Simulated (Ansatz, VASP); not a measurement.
**H6C2O: VASP beside Ansatz**

```
CELL_PARAMETERS angstrom
7.29363 0.00000 0.00000
0.00000 7.29363 0.00000
0.00000 0.00000 7.29363
ATOMIC_POSITIONS crystal
C 0.53027 0.71820 0.10067
C 0.36746 0.59178 0.07603
C 0.83622 0.64765 0.51475
C 0.95597 0.80752 0.57284
C 0.47913 0.14939 0.52846
C 0.45483 0.13290 0.73445
C 0.96894 0.35302 0.92701
C 0.94898 0.22227 0.08659
O 0.41294 0.41266 0.14665
O 0.96199 0.94538 0.42834
O 0.55106 0.27947 0.82005
O 0.12849 0.15914 0.14240
H 0.30021 0.33752 0.15315
H 0.24636 0.64809 0.14896
H 0.33249 0.58106 0.92822
H 0.50550 0.84911 0.02925
H 0.55592 0.74853 0.24631
H 0.65531 0.65562 0.04255
H 0.94128 0.06304 0.48647
H 0.90153 0.87093 0.69918
H 0.09717 0.76130 0.60176
H 0.83953 0.53898 0.61919
H 0.69286 0.69046 0.49791
H 0.88326 0.58882 0.38369
H 0.50389 0.30202 0.94472
H 0.30813 0.13635 0.77214
H 0.50925 0.99893 0.78165
H 0.41073 0.03575 0.45662
H 0.42397 0.27974 0.47716
H 0.62526 0.14515 0.49178
H 0.11028 0.06316 0.23467
H 0.87998 0.29224 0.20284
H 0.86316 0.10408 0.04768
H 0.83147 0.39625 0.88189
H 0.04977 0.47446 0.96488
H 0.03630 0.28509 0.80924
```

Alike in both runs: functional PBE; dispersion D3(BJ); k mesh 1 × 1 × 1; occupations fermi-dirac, width 0.02 eV; no spin polarisation.

Ansatz relaxed the structure, and its values are those at the end. VASP's run is a single point on that final structure, the one shown.

|  | VASP | Ansatz |
| --- | --- | --- |
| version | VASP 6.6.1 | Ansatz 0.2.0 |
| potentials or method | VASP PAW PBE potentials, release 64 (C, O, H), cutoff 520 eV | scalar-relativistic, plane waves, PAW |
| valence electrons in the cell | 80 | 80 |

```tsv
	VASP	Ansatz	Ansatz less VASP
gap on the k mesh at the Fermi level (eV)	4.47	4.48	+0.009
rms of the force components (eV/Å)	0.072	0.076	+0.0044
```

Ansatz's warnings: xc potential rough in thin density.
